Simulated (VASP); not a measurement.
Here is a VASP 6.6.1 calculation.

The input INCAR:

```
SYSTEM = ZnSe
PREC = Accurate
ENCUT = 520
EDIFF = 1E-8
ISMEAR = -1
SIGMA = 0.05
LREAL = .False.
LASPH = .True.
NELM = 100
ALGO = Normal
ISIF = 2
LWAVE = .False.
LCHARG = .False.
GGA = PE
IBRION = 8
NSW = 1
```

KPOINTS

```
regular mesh
0
Gamma
  6 6 6
  0 0 0
```

Contents of POSCAR:

```
ZnSe
1.0
    0.0000000000      2.8338000000      2.8338000000
    2.8338000000      0.0000000000      2.8338000000
    2.8338000000      2.8338000000      0.0000000000
Se Zn
1 1
Direct
    0.7500000000      0.7500000000      0.7500000000
    0.0000000000      0.0000000000      0.0000000000
```

Potentials or basis: VASP PAW PBE potentials, release 64 (Se, Zn).

The run is started by

```bash
$ cat potpaw_PBE.64/Se/POTCAR potpaw_PBE.64/Zn/POTCAR > POTCAR
$ mpirun -np 1 vasp_std > vasp.out
```

Question: What does it give for the highest phonon frequency at Γ, LO-TO splitting left out?

Answer: 209 cm⁻¹.

Phonon frequencies in cm⁻¹ (negative: imaginary):
```csv
q point,frequencies
"(0.000, 0.000, 0.000)",-1 -1 -1 209 209 209
```

Caveat: the cell wasn't relaxed at this level first, which shifts response properties.
